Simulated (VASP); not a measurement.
# Rb (Fm-3m) in VASP: single point with LDA

Aim: the single point of Rb with LDA.

All numbers are computed with VASP 6.6.1; they aren't measurements. Logs are shortened: lines on timing, memory, paths and dates and some standing lists are left out, and cuts for length are marked.

## 1. The cell of the first run

The structure is cubic, space group Fm-3m (No. 225). The conventional cell has a = 6.548 Å, b = 6.548 Å, c = 6.548 Å, α = 90.00°, β = 90.00°, γ = 90.00°.

## 2. Single point, LDA

Input file INCAR:

```
PREC     = Accurate       # precision mode
ENCUT    = 500            # plane-wave cutoff, eV
EDIFF    = 1E-6           # SCF threshold, eV
ISMEAR   = -1             # smearing method
SIGMA    = 0.1            # smearing width, eV
LREAL    = False          # projectors in reciprocal space
LASPH    = True           # aspherical terms in the spheres
NELM     = 120            # most SCF steps
ALGO     = Normal         # electronic algorithm
ISIF     = 2              # what is computed and relaxed
LWAVE    = False          # write WAVECAR
LCHARG   = True           # write CHGCAR
LELF     = True           # ELF
LVHAR    = True         
NBANDS   = 10             # bands
GGA_COMPAT= False
```

Input file KPOINTS:

```
Automatic mesh
0
Gamma
  5 5 5
```

Input file POSCAR:

```
Rb
1.0
    0.0000000000      3.2740000000      3.2740000000
    3.2740000000      0.0000000000      3.2740000000
    3.2740000000      3.2740000000      0.0000000000
Rb
1
Direct
    0.0000000000      0.0000000000      0.0000000000
```

Potentials or basis: VASP PAW LDA potentials, release 64 (Rb_sv).

Launch:

```bash
$ cat potpaw_LDA.64/Rb_sv/POTCAR > POTCAR
$ mpirun -np 1 vasp_std > vasp.out
```

OUTCAR:

```text
PREC = Accurate
   ENCUT = 500
   EDIFF = 1E-6
   ISMEAR = -1
   LREAL = False
   LASPH = True
   NELM = 120
   ISIF = 2

 ion  position               nearest neighbor table
   1  0.000  0.000  0.000-

  LATTYP: Found a face centered cubic cell.
 ALAT       =     6.5480000000

  Lattice vectors:

 A1 = (   0.0000000000,   3.2740000000,   3.2740000000)
 A2 = (   3.2740000000,   0.0000000000,   3.2740000000)
 A3 = (   3.2740000000,   3.2740000000,   0.0000000000)

Analysis of symmetry for initial positions (statically):
=====================================================================
 Subroutine PRICEL returns:
 Original cell was already a primitive cell.

 Routine SETGRP: Setting up the symmetry group for a
 face centered cubic supercell.

 Subroutine GETGRP returns: Found 48 space group operations
 (whereof 48 operations were pure point group operations)
 out of a pool of 48 trial point group operations.

The static configuration has the point symmetry O_h .

Analysis of symmetry for dynamics (positions and initial velocities):
=====================================================================
 Subroutine PRICEL returns:
 Original cell was already a primitive cell.

 Routine SETGRP: Setting up the symmetry group for a
 face centered cubic supercell.

 Subroutine GETGRP returns: Found 48 space group operations
 (whereof 48 operations were pure point group operations)
 out of a pool of 48 trial point group operations.

The dynamic configuration has the point symmetry O_h .

 Subroutine INISYM returns: Found 48 space group operations
 (whereof 48 operations are pure point group operations),
 and found     1 'primitive' translations

----------------------------------------------------------------------------------------

                                     Primitive cell

  volume of cell :      70.1885

  direct lattice vectors                    reciprocal lattice vectors
     0.000000000  3.274000000  3.274000000    -0.152718387  0.152718387  0.152718387
     3.274000000  0.000000000  3.274000000     0.152718387 -0.152718387  0.152718387
     3.274000000  3.274000000  0.000000000     0.152718387  0.152718387 -0.152718387

  length of vectors
     4.630135203  4.630135203  4.630135203     0.264516006  0.264516006  0.264516006

  position of ions in fractional coordinates (direct lattice)
     0.000000000  0.000000000  0.000000000

  ion indices of the primitive-cell ions
   primitive index   ion index
                 1           1

----------------------------------------------------------------------------------------

 KPOINTS: Automatic mesh

Automatic generation of k-mesh.
 Grid dimensions read from file:
 generate k-points for:    5    5    5

 Generating k-lattice:

  Cartesian coordinates                     Fractional coordinates (reciprocal lattice)
    -0.030543677  0.030543677  0.030543677     0.200000000  0.000000000  0.000000000
     0.030543677 -0.030543677  0.030543677     0.000000000  0.200000000  0.000000000
     0.030543677  0.030543677 -0.030543677     0.000000000  0.000000000  0.200000000

  Length of vectors
     0.052903201  0.052903201  0.052903201

  Shift w.r.t. Gamma in fractional coordinates (k-lattice)
     0.000000000  0.000000000  0.000000000

 Subroutine IBZKPT returns following result:
 ===========================================

 Found     10 irreducible k-points:

 Following reciprocal coordinates:
            Coordinates               Weight
  0.000000  0.000000  0.000000      1.000000
  0.200000  0.000000  0.000000      8.000000
  0.400000  0.000000  0.000000      8.000000
  0.200000  0.200000  0.000000      6.000000
  0.400000  0.200000  0.000000     24.000000
 -0.400000  0.200000  0.000000     24.000000
 -0.200000  0.200000  0.000000     12.000000
  0.400000  0.400000  0.000000      6.000000
 -0.400000  0.400000  0.000000     12.000000
 -0.400000  0.400000  0.200000     24.000000
   k-points           NKPTS =     10   k-points in BZ     NKDIM =     10   number of bands    NBANDS=     10
   number of dos      NEDOS =    301   number of ions     NIONS =      1
   total plane-waves  NPLWV =  46656
   dimension x,y,z NGX =    36 NGY =   36 NGZ =   36
   dimension x,y,z NGXF=    72 NGYF=   72 NGZF=   72
   ions per type =               1
   NGX,Y,Z   is equivalent  to a cutoff of  12.93, 12.93, 12.93 a.u.
   NGXF,Y,Z  is equivalent  to a cutoff of  25.85, 25.85, 25.85 a.u.
 SYSTEM =  unknown system
   PREC   = accura    normal or accurate (medium, high low for compatibility)
   ISTART =      0    job   : 0-new  1-cont  2-samecut
   ICHARG =      2    charge: 1-file 2-atom 10-const
   ISPIN  =      1    spin polarized calculation?
   LNONCOLLINEAR =      F non collinear calculations
   LSORBIT =      F    spin-orbit coupling
   LASPH  =      T    aspherical Exc in radial PAW
   ENCUT  =  500.0 eV  36.75 Ry    6.06 a.u.   8.44  8.44  8.44*2*pi/ulx,y,z
   NELM   =    120;   NELMIN=  2; NELMDL= -5     # of ELM steps
   EDIFF  = 0.1E-05   stopping-criterion for ELM
   LREAL  =      F    real-space projection
   EDIFFG = 0.1E-04   stopping-criterion for IOM
   NSW    =      0    number of steps for IOM
   IBRION =     -1    ionic relax: 0-MD 1-quasi-New 2-CG
   NFREE  =      0    steps in history (QN), initial steepest desc. (CG)
   ISIF   =      2    stress and relaxation
   ISYM   =      2    0-nonsym 1-usesym 2-fastsym
   POTIM  = 0.5000    time-step for ionic-motion
   TEBEG  =    0.0;   TEEND  =   0.0 temperature during run
   PSTRESS=    0.0 pullay stress
   NELECT =       9.0000    total number of electrons
   NUPDOWN=      -1.0000    fix difference up-down
   EMIN   =  10.00;   EMAX   =-10.00  energy-range for DOS
   EFERMI =   0.00;   METHOD = LEGACY
   ISMEAR =    -1;   SIGMA  =   0.10  broadening in eV -4-tet -1-fermi 0-gaus
   EFERMI_NEDOS =   21; number of points for ismear=-14 and -15
   IALGO  =     38    algorithm
   IMIX   =      4    mixing-type and parameters
     AMIX     =   0.40;   BMIX     =  1.00
     AMIX_MAG =   1.60;   BMIX_MAG =  1.00
  volume/ion in A,a.u.               =      70.19       473.66
  Fermi-wavevector in a.u.,A,eV,Ry     =   0.825532  1.560028  9.272402  0.681502
  Thomas-Fermi vector in A             =   1.937406
   LORBIT       =      0    0 simple, 1 ext, 2 COOP (PROOUT), +10 PAW based schemes
   GGA     = CA    functional components
   LHFCALC =     F    Hartree Fock is set to
   AEXX    =    0.0000 exact exchange contribution
   IVDW    =     0    specifies the selected vdW correction
   LEPSILON=     F    determine dielectric tensor
   LRPA    =     F    only Hartree local field effects (RPA)
 non-spin polarized calculation
  energy-cutoff  :      500.00
  volume of cell :       70.19
 maximum number of plane-waves:      1807
 NGX is ok and might be reduce to    36
   NGX = 17   NGY = 17   NGZ = 17

 number of electron       9.0000000 magnetization

 Free energy of the ion-electron system (eV)
  ---------------------------------------------------
  ext. energy  EPLUGINS =         0.00000000
  ---------------------------------------------------
  free energy    TOTEN  =        -1.09113288 eV

  energy without entropy =       -1.07843544  energy(sigma->0) =       -1.08478416

 E-fermi :   0.4657     XC(G=0):  -6.3823

 val. band max:        0.4574424996   @ k =   0.4000   0.4000   0.0000
 cond. band min:       0.8645617710   @ k =  -0.4000   0.2000   0.0000
 fundamental gap:      0.4071192714
 Fermi energy:         0.4656781750

 k-point     1 :       0.0000    0.0000    0.0000
  band No.  band energies     occupation
      1     -28.2553      2.00000
      2     -12.3129      2.00000
      3     -12.3129      2.00000
      4     -12.3129      2.00000
      5      -1.9187      2.00000
      6       4.1457      0.00000
      7       4.1457      0.00000
      8       4.1457      0.00000
      9       5.7457      0.00000
     10       5.7457      0.00000

 k-point     2 :       0.2000    0.0000    0.0000
  band No.  band energies     occupation
      1     -28.2506      2.00000
      2     -12.3964      2.00000
      3     -12.3234      2.00000
      4     -12.3234      2.00000
      5      -1.3626      2.00000
      6       3.1761      0.00000
      7       4.2852      0.00000
      8       4.2852      0.00000
      9       5.4713      0.00000
     10       5.4713      0.00000

 k-point     3 :       0.4000    0.0000    0.0000
  band No.  band energies     occupation
      1     -28.2431      2.00000
      2     -12.5256      2.00000
      3     -12.3404      2.00000
      4     -12.3404      2.00000
      5      -0.0256      1.98541
      6       1.8065      0.00000
      7       3.9834      0.00000
      8       3.9834      0.00000
      9       6.4550      0.00000
     10       6.4582      0.00000

 k-point     4 :       0.2000    0.2000    0.0000
  band No.  band energies     occupation
      1     -28.2491      2.00000
      2     -12.3936      2.00000
      3     -12.3417      2.00000
      4     -12.3417      2.00000
      5      -1.1822      2.00000
      6       3.1257      0.00000
      7       4.1672      0.00000
      8       4.4490      0.00000
      9       4.4490      0.00000
     10       6.0841      0.00000

 k-point     5 :       0.4000    0.2000    0.0000
  band No.  band energies     occupation
      1     -28.2425      2.00000
      2     -12.4865      2.00000
      3     -12.3710      2.00000
      4     -12.3610      2.00000
      5      -0.0881      1.99216
      6       2.2694      0.00000
      7       3.1925      0.00000
      8       4.4735      0.00000
      9       5.3074      0.00000
     10       6.7496      0.00000

 k-point     6 :      -0.4000    0.2000    0.0000
  band No.  band energies     occupation
      1     -28.2400      2.00000
      2     -12.5157      2.00000
      3     -12.4018      2.00000
      4     -12.3549      2.00000
      5       0.8646      0.03637
      6       1.5147      0.00006
      7       2.9548      0.00000
      8       4.2907      0.00000
      9       5.8451      0.00000
     10       6.3574      0.00000

 k-point     7 :      -0.2000    0.2000    0.0000
  band No.  band energies     occupation
      1     -28.2450      2.00000
      2     -12.4571      2.00000
      3     -12.3771      2.00000
      4     -12.3317      2.00000
      5      -0.5235      1.99990
      6       2.6549      0.00000
      7       3.2987      0.00000
      8       4.5614      0.00000
      9       4.9952      0.00000
     10       6.5501      0.00000

 k-point     8 :       0.4000    0.4000    0.0000
  band No.  band energies     occupation
      1     -28.2390      2.00000
      2     -12.5124      2.00000
      3     -12.3879      2.00000
      4     -12.3879      2.00000
      5       0.4574      1.04116
      6       2.2083      0.00000
      7       2.5378      0.00000
      8       5.4264      0.00000
      9       5.4264      0.00000
     10       6.7908      0.00000

 k-point     9 :      -0.4000    0.4000    0.0000
  band No.  band energies     occupation
      1     -28.2375      2.00000
      2     -12.5064      2.00000
      3     -12.4317      2.00000
      4     -12.3842      2.00000
      5       1.2173      0.00109
      6       1.9593      0.00000
      7       2.2349      0.00000
      8       4.8301      0.00000
      9       5.0943      0.00000
     10       6.8641      0.00000

 k-point    10 :      -0.4000    0.4000    0.2000
  band No.  band energies     occupation
      1     -28.2384      2.00000
      2     -12.4886      2.00000
      3     -12.4337      2.00000
      4     -12.3818      2.00000
      5       1.0285      0.00716
      6       2.1855      0.00000
      7       2.2427      0.00000
      8       4.0472      0.00000
      9       6.0023      0.00000
     10       6.2935      0.00000

------------------------ aborting loop because EDIFF is reached ----------------------------------------

  FORCE on cell =-STRESS in cart. coord.  units (eV):
  Direction    XX          YY          ZZ          XY          YZ          ZX
  --------------------------------------------------------------------------------------
  -------------------------------------------------------------------------------------
  Total        0.1660595      0.1660595      0.1660595     -0.0000000     -0.0000000      0.0000000
  in kB        3.7906023      3.7906023      3.7906023     -0.0000000     -0.0000000      0.0000000
  external PRESSURE =       3.7906023 kB  Pullay stress =       0.0000000 kB

 VOLUME and BASIS-vectors are now :
 -----------------------------------------------------------------------------
  energy-cutoff  :      500.00
  volume of cell :       70.19
      direct lattice vectors                 reciprocal lattice vectors
     0.000000000  3.274000000  3.274000000    -0.152718387  0.152718387  0.152718387
     3.274000000  0.000000000  3.274000000     0.152718387 -0.152718387  0.152718387
     3.274000000  3.274000000  0.000000000     0.152718387  0.152718387 -0.152718387

 POSITION                                       TOTAL-FORCE (eV/Angst)
 -----------------------------------------------------------------------------------
      0.00000      0.00000      0.00000        -0.000000      0.000000     -0.000000
 -----------------------------------------------------------------------------------
    total drift:                               -0.000000      0.000000      0.000000

  FREE ENERGIE OF THE ION-ELECTRON SYSTEM (eV)
  ---------------------------------------------------
  free  energy   TOTEN  =        -1.0911328832 eV

  energy  without entropy=       -1.0784354368  energy(sigma->0) =       -1.08478416
```

Wall time 12 s (1 thread of Intel Xeon 8259CL, shared host); peak memory 0.16 GiB.

What came out:

```
Free energy : -1.0911 eV
Pressure    : 0.4 GPa
```

Levels at points of the mesh, in eV from the Fermi level:
```
           k point  band 1  band 2  band 3  band 4  band 5  band 6  band 7  band 8  band 9  band 10
(0.00, 0.00, 0.00)  -28.72  -12.78  -12.78  -12.78   -2.38    3.68    3.68    3.68    5.28     5.28
```
